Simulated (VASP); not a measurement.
# Sn (C2/c) in VASP: a series of runs

The runs below take Sn through single point, with LDA.

All numbers are computed with VASP 6.6.1; they aren't measurements. Logs are shortened: lines on timing, memory, paths and dates and some standing lists are left out, and cuts for length are marked.

## Step 1: The cell of the first run

The typed cell holds 2 atoms: a = 4.387 Å, b = 4.387 Å, c = 4.384 Å, α = 97.23°, β = 97.23°, γ = 138.40°.

## Step 2: Single point, LDA

INCAR reads:

```
  ALGO = Normal
  EDIFF = 1E-6
  ENCUT = 520
  ISIF = 2
  ISMEAR = 0
  LASPH = True
  LCHARG = False
  LREAL = False
  LWAVE = False
  NBANDS = 21
  NELM = 80
  PREC = Accurate
  SIGMA = 0.3
```

KPOINTS reads:

```
k-points
0
Gamma
  11 11 8
```

POSCAR reads:

```
Sn
1.0
   -2.8994216605      2.9008009606      1.5581694818
    2.9008009606     -2.8994216605      1.5581694818
    2.8985835788      2.8985835788     -1.5556411493
Sn
2
Direct
    0.0000164062      0.9999835938      0.0000000000
    0.7499835938      0.2500164062      0.5000000000
```

Potentials or basis: VASP PAW LDA potentials, release 64 (Sn_d).

Started as:

```console
$ cat potpaw_LDA.64/Sn_d/POTCAR > POTCAR
$ mpirun -np 1 vasp_std > vasp.out
```

OUTCAR:

```text
EDIFF = 1E-6
   ENCUT = 520
   ISIF = 2
   ISMEAR = 0
   LASPH = True
   LREAL = False
   NELM = 80
   PREC = Accurate

 ion  position               nearest neighbor table
   1  0.000  1.000  0.000-   2 3.00   2 3.00   2 3.00   2 3.00   2 3.72   2 3.72   2 3.73   2 3.73

   2  0.750  0.250  0.500-   1 3.00   1 3.00   1 3.00   1 3.00   1 3.72   1 3.72   1 3.73   1 3.73

  LATTYP: Found a base centered monoclinic cell.
 ALAT       =     3.1163395741
 B/A-ratio  =     2.6321757628
 C/A-ratio  =     1.4069300504
 COS(beta)  =    -0.3542216887

  Lattice vectors:

 A1 = (  -2.8994216605,   2.9008009606,   1.5581694818)
 A2 = (   2.9008009606,  -2.8994216605,   1.5581694818)
 A3 = (   2.8985835788,   2.8985835788,  -1.5556411493)

Analysis of symmetry for initial positions (statically):
=====================================================================
 Subroutine PRICEL returns:
 Original cell was already a primitive cell.

 Routine SETGRP: Setting up the symmetry group for a
 base centered monoclinic supercell.

 Subroutine GETGRP returns: Found  4 space group operations
 (whereof  2 operations were pure point group operations)
 out of a pool of  4 trial point group operations.

The static configuration has the point symmetry C_2 .
 The point group associated with its full space group is C_2h.

Analysis of symmetry for dynamics (positions and initial velocities):
=====================================================================
 Subroutine PRICEL returns:
 Original cell was already a primitive cell.

 Routine SETGRP: Setting up the symmetry group for a
 base centered monoclinic supercell.

 Subroutine GETGRP returns: Found  4 space group operations
 (whereof  2 operations were pure point group operations)
 out of a pool of  4 trial point group operations.

The dynamic configuration has the point symmetry C_2 .
 The point group associated with its full space group is C_2h.

 Subroutine INISYM returns: Found  4 space group operations
 (whereof  2 operations are pure point group operations),
 and found     1 'primitive' translations

----------------------------------------------------------------------------------------

                                     Primitive cell

  volume of cell :      52.4057

  direct lattice vectors                    reciprocal lattice vectors
    -2.899421660  2.900800961  1.558169482    -0.000114965  0.172292210  0.320813149
     2.900800961 -2.899421660  1.558169482     0.172292210 -0.000114965  0.320813149
     2.898583579  2.898583579 -1.555641149     0.172457079  0.172457079 -0.000152660

  length of vectors
     4.387389236  4.387389236  4.384471794     0.364150649  0.364150649  0.243891188

  position of ions in fractional coordinates (direct lattice)
     0.000016406  0.999983594  1.000000000
     0.749983594  0.250016406  0.500000000

  ion indices of the primitive-cell ions
   primitive index   ion index
                 1           1
                 2           2

----------------------------------------------------------------------------------------

 KPOINTS: k-points

Automatic generation of k-mesh.
 Grid dimensions read from file:
 generate k-points for:   11   11    8

 Generating k-lattice:

  Cartesian coordinates                     Fractional coordinates (reciprocal lattice)
    -0.000010451  0.015662928  0.029164832     0.090909091 -0.000000000  0.000000000
     0.015662928 -0.000010451  0.029164832    -0.000000000  0.090909091  0.000000000
     0.021557135  0.021557135 -0.000019082    -0.000000000 -0.000000000  0.125000000

  Length of vectors
     0.033104604  0.033104604  0.030486399

  Shift w.r.t. Gamma in fractional coordinates (k-lattice)
     0.000000000  0.000000000  0.000000000

 Subroutine IBZKPT returns following result:
 ===========================================

 Found    270 irreducible k-points:

 Following reciprocal coordinates:
            Coordinates               Weight
  0.000000  0.000000  0.000000      1.000000
  0.090909  0.000000 -0.000000      4.000000
  0.181818  0.000000  0.000000      4.000000
  0.272727  0.000000  0.000000      4.000000
  0.363636  0.000000 -0.000000      4.000000
  0.454545 -0.000000  0.000000      4.000000
[... 16 lines left out ...]
 -0.272727  0.181818  0.000000      4.000000
 -0.181818  0.181818  0.000000      2.000000
 [... further k-points ...]
   k-points           NKPTS =    270   k-points in BZ     NKDIM =    270   number of bands    NBANDS=     21
   number of dos      NEDOS =    301   number of ions     NIONS =      2
   total plane-waves  NPLWV =  46656
   dimension x,y,z NGX =    36 NGY =   36 NGZ =   36
   dimension x,y,z NGXF=    72 NGYF=   72 NGZF=   72
   ions per type =               2
   NGX,Y,Z   is equivalent  to a cutoff of  13.64, 13.64, 13.65 a.u.
   NGXF,Y,Z  is equivalent  to a cutoff of  27.28, 27.28, 27.30 a.u.
 SYSTEM =  unknown system
   PREC   = accura    normal or accurate (medium, high low for compatibility)
   ISTART =      0    job   : 0-new  1-cont  2-samecut
   ICHARG =      2    charge: 1-file 2-atom 10-const
   ISPIN  =      1    spin polarized calculation?
   LNONCOLLINEAR =      F non collinear calculations
   LSORBIT =      F    spin-orbit coupling
   LASPH  =      T    aspherical Exc in radial PAW
   ENCUT  =  520.0 eV  38.22 Ry    6.18 a.u.   8.16  8.16  8.15*2*pi/ulx,y,z
   NELM   =     80;   NELMIN=  2; NELMDL= -5     # of ELM steps
   EDIFF  = 0.1E-05   stopping-criterion for ELM
   LREAL  =      F    real-space projection
   EDIFFG = 0.1E-04   stopping-criterion for IOM
   NSW    =      0    number of steps for IOM
   IBRION =     -1    ionic relax: 0-MD 1-quasi-New 2-CG
   NFREE  =      0    steps in history (QN), initial steepest desc. (CG)
   ISIF   =      2    stress and relaxation
   ISYM   =      2    0-nonsym 1-usesym 2-fastsym
   POTIM  = 0.5000    time-step for ionic-motion
   TEBEG  =    0.0;   TEEND  =   0.0 temperature during run
   PSTRESS=    0.0 pullay stress
   NELECT =      28.0000    total number of electrons
   NUPDOWN=      -1.0000    fix difference up-down
   EMIN   =  10.00;   EMAX   =-10.00  energy-range for DOS
   EFERMI =   0.00;   METHOD = LEGACY
   ISMEAR =     0;   SIGMA  =   0.30  broadening in eV -4-tet -1-fermi 0-gaus
   EFERMI_NEDOS =   21; number of points for ismear=-14 and -15
   IALGO  =     38    algorithm
   IMIX   =      4    mixing-type and parameters
     AMIX     =   0.40;   BMIX     =  1.00
     AMIX_MAG =   1.60;   BMIX_MAG =  1.00
  volume/ion in A,a.u.               =      26.20       176.83
  Fermi-wavevector in a.u.,A,eV,Ry     =   1.328418  2.510346 24.010122  1.764694
  Thomas-Fermi vector in A             =   2.457657
   LORBIT       =      0    0 simple, 1 ext, 2 COOP (PROOUT), +10 PAW based schemes
   GGA     = CA    functional components
   LHFCALC =     F    Hartree Fock is set to
   AEXX    =    0.0000 exact exchange contribution
   IVDW    =     0    specifies the selected vdW correction
   LEPSILON=     F    determine dielectric tensor
   LRPA    =     F    only Hartree local field effects (RPA)
 non-spin polarized calculation
 Gauss-broadening in eV      SIGMA  =   0.30
  energy-cutoff  :      520.00
  volume of cell :       52.41
 maximum number of plane-waves:      1425
 NGX is ok and might be reduce to    36
   NGX = 17   NGY = 17   NGZ = 17

 number of electron      28.0000007 magnetization

 Free energy of the ion-electron system (eV)
  ---------------------------------------------------
  ext. energy  EPLUGINS =         0.00000000
  ---------------------------------------------------
  free energy    TOTEN  =        -9.00512133 eV

  energy without entropy =       -8.96699963  energy(sigma->0) =       -8.98606048

 E-fermi :   8.1124     XC(G=0): -10.7122

 val. band max:        8.1093264670   @ k =   0.4545   0.2727   0.1250
 cond. band min:       8.1230700188   @ k =   0.0909   0.0909   0.5000
 fundamental gap:      0.0137435519
 Fermi energy:         8.1124453149

 k-point     1 :       0.0000    0.0000    0.0000
  band No.  band energies     occupation
      1     -13.4605      2.00000
      2     -13.3805      2.00000
      3     -13.3226      2.00000
      4     -13.3221      2.00000
      5     -13.1332      2.00000
      6     -13.1329      2.00000
[... 13 lines left out ...]
     20      18.1177      0.00000
     21      18.8434      0.00000

 k-point     2 :       0.0909    0.0000   -0.0000
  band No.  band energies     occupation
      1     -13.4547      2.00000
      2     -13.3601      2.00000
      3     -13.3158      2.00000
      4     -13.2981      2.00000
      5     -13.1478      2.00000
      6     -13.1456      2.00000
[... 13 lines left out ...]
     20      17.6932      0.00000
     21      17.7460      0.00000

 k-point     3 :       0.1818    0.0000    0.0000
  band No.  band energies     occupation
      1     -13.4374      2.00000
      2     -13.3092      2.00000
      3     -13.2974      2.00000
      4     -13.2447      2.00000
      5     -13.1783      2.00000
      6     -13.1573      2.00000
[... 13 lines left out ...]
     20      16.3020      0.00000
     21      16.6533      0.00000

 k-point     4 :       0.2727    0.0000    0.0000
  band No.  band energies     occupation
      1     -13.4137      2.00000
      2     -13.2754      2.00000
      3     -13.2644      2.00000
      4     -13.2270      2.00000
      5     -13.2100      2.00000
      6     -13.1603      2.00000
[... 13 lines left out ...]
     20      15.3360      0.00000
     21      17.0327      0.00000

 k-point     5 :       0.3636    0.0000   -0.0000
  band No.  band energies     occupation
      1     -13.3928      2.00000
      2     -13.2719      2.00000
      3     -13.2635      2.00000
      4     -13.2441      2.00000
      5     -13.2171      2.00000
      6     -13.1820      2.00000
[... 13 lines left out ...]
     20      15.3004      0.00000
     21      18.0727      0.00000
[... 382 lines left out ...]
     20      16.5592      0.00000
     21      17.1978      0.00000

 k-point    22 :      -0.3636    0.1818    0.0000
  band No.  band energies     occupation
      1     -13.3904      2.00000
      2     -13.3191      2.00000
      3     -13.2852      2.00000
      4     -13.2557      2.00000
      5     -13.1870      2.00000
      6     -13.1497      2.00000
[... 13 lines left out ...]
     20      16.8599      0.00000
     21      17.9739      0.00000

 k-point    23 :      -0.2727    0.1818    0.0000
  band No.  band energies     occupation
      1     -13.4124      2.00000
      2     -13.3654      2.00000
      3     -13.3224      2.00000
      4     -13.2802      2.00000
      5     -13.1631      2.00000
      6     -13.1278      2.00000
[... 13 lines left out ...]
     20      18.4069      0.00000
     21      19.0273      0.00000

 k-point    24 :      -0.1818    0.1818    0.0000
  band No.  band energies     occupation
      1     -13.4302      2.00000
      2     -13.3840      2.00000
      3     -13.3373      2.00000
      4     -13.2975      2.00000
      5     -13.1483      2.00000
      6     -13.1203      2.00000
[... 13 lines left out ...]
     20      18.7258      0.00000
     21      18.9383      0.00000

 [... further k-points ...]

------------------------ aborting loop because EDIFF is reached ----------------------------------------

  FORCE on cell =-STRESS in cart. coord.  units (eV):
  Direction    XX          YY          ZZ          XY          YZ          ZX
  --------------------------------------------------------------------------------------
  -------------------------------------------------------------------------------------
  Total        0.0083151      0.0083151      0.0204617      0.0010094      0.0033278      0.0033277
  in kB        0.2542127      0.2542127      0.6255670      0.0308592      0.1017388      0.1017352
  external PRESSURE =       0.3779975 kB  Pullay stress =       0.0000000 kB

 VOLUME and BASIS-vectors are now :
 -----------------------------------------------------------------------------
  energy-cutoff  :      520.00
  volume of cell :       52.41
      direct lattice vectors                 reciprocal lattice vectors
    -2.899421660  2.900800961  1.558169482    -0.000114965  0.172292210  0.320813149
     2.900800961 -2.899421660  1.558169482     0.172292210 -0.000114965  0.320813149
     2.898583579  2.898583579 -1.555641149     0.172457079  0.172457079 -0.000152660

 POSITION                                       TOTAL-FORCE (eV/Angst)
 -----------------------------------------------------------------------------------
      2.90071     -2.89933      1.55817         0.000821     -0.000821      0.000000
      0.00002      2.89994      0.78035        -0.000821      0.000821     -0.000000
 -----------------------------------------------------------------------------------
    total drift:                               -0.000000     -0.000000     -0.000000

  FREE ENERGIE OF THE ION-ELECTRON SYSTEM (eV)
  ---------------------------------------------------
  free  energy   TOTEN  =        -9.0051213256 eV

  energy  without entropy=       -8.9669996336  energy(sigma->0) =       -8.98606048
```

Wall time 89 s (1 thread of Intel Xeon 6975P-C (Granite Rapids), shared host); peak memory 0.34 GiB.

Results:

```yaml
Free_energy: -9.0051 eV
Pressure: 0.0 GPa
Band_gap_on_the_k_mesh: zero (bands 14 and 15 overlap by 3.81 eV)
```

Levels at points of the mesh, in eV from the Fermi level:
```
           k point  band 12  band 13  band 14  band 15  band 16  band 17
(0.00, 0.00, 0.00)    -3.74    -2.09    -2.09     3.00     6.24     6.25
(0.00, 0.00, 0.50)    -9.10     0.55     0.55     1.55     1.55     6.37
```

Caveat: so wide a smearing shifts energies and pressures; spin-orbit coupling is left out, which moves the levels of the heavy elements.

## Step 3: Single point, LDA

INCAR reads:

```
SYSTEM = Sn
  PREC = Accurate
  ENCUT = 520
  EDIFF = 1E-6
  ISMEAR = 0
  SIGMA = 0.6
  LREAL = .False.
  LASPH = .True.
  NELM = 80
  ALGO = Normal
  ISIF = 2
  LWAVE = .False.
  LCHARG = .False.
  NBANDS = 21
```

KPOINTS reads:

```
Automatic mesh
0
Gamma
  11 11 8
  0 0 0
```

POSCAR is that of step 2.

Potentials or basis: VASP PAW LDA potentials, release 64 (Sn_d).

Started as:

```console
$ cat potpaw_LDA.64/Sn_d/POTCAR > POTCAR
$ mpirun -np 1 vasp_std > vasp.out
```

It took 90 s on 1 thread of Intel Xeon 6975P-C (Granite Rapids), shared host; peak memory 0.34 GiB.

Results (log left out):

| Item | Value |
| --- | --- |
| Free energy | -9.0652 eV |
| Pressure | 0.3 GPa |
| Band gap on the k mesh | zero (bands 14 and 15 overlap by 3.81 eV) |

Levels at points of the mesh, in eV from the Fermi level:
```csv
k point,band 11,band 12,band 13,band 14,band 15,band 16,band 17,band 18
"(0.00, 0.00, 0.00)",-11.40,-3.75,-2.11,-2.10,2.99,6.23,6.23,7.24
"(0.00, 0.00, 0.50)",-9.12,-9.12,0.54,0.54,1.53,1.53,6.35,6.35
```

Caveat: so wide a smearing shifts energies and pressures; spin-orbit coupling is left out, which moves the levels of the heavy elements.

[end of part 1 of 2]
